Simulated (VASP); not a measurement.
Runs of VASP 6.6.1 on Nb. The structure is that of space group Im-3m (No. 229), or close to it. The cells are those of the table. 

```tsv
task	cell	cutoff (eV)	gap on the mesh (eV)	pressure (GPa)
single point	a = 2.782 Å, angles 70.5, 109.5, 70.5°, 1 atom	520	none	(a)
single point	a = 2.809 Å, angles 70.5, 109.5, 70.5°, 1 atom	520	none	4.6
relaxation of cell and atoms	relaxed to 5 GPa from a = 2.884 Å, angles 70.5, 109.5, 70.5°, 1 atom	600	none	5.1
single point	a = 2.738 Å, angles 70.5, 109.5, 70.5°, 1 atom	520	none	19.6
relaxation of cell and atoms	relaxed to 20 GPa from a = 2.884 Å, angles 70.5, 109.5, 70.5°, 1 atom	600	none	19.9
single point	a = 2.836 Å, angles 70.5, 109.5, 70.5°, 1 atom	520	none	-0.5
relaxation of cell and atoms	relaxed to 10 GPa from a = 2.884 Å, angles 70.5, 109.5, 70.5°, 1 atom	600	none	10.2
relaxation of cell and atoms	relaxed from a = 2.884 Å, angles 70.5, 109.5, 70.5°, 1 atom	600	none	-0.1
```

Alike in all rows: level PBEsol; potentials or basis VASP PAW PBE potentials, release 64 (Nb_sv); no spin polarisation; k mesh 7 × 7 × 7; smearing gaussian 0.05 eV.

Q: Fill in the values left out.

A: (a) 9.6.

Caveats: all runs use coarse meshes; the PAW data sets were made with another functional, which shifts forces and pressure a little; the cell is relaxed towards a set pressure, so the enthalpy falls and the energy may rise (some runs).

A k mesh can miss the band edges, and the runs leave out spin-orbit coupling on Nb.

A gap of «none» marks levels without a gap at the run's occupations.
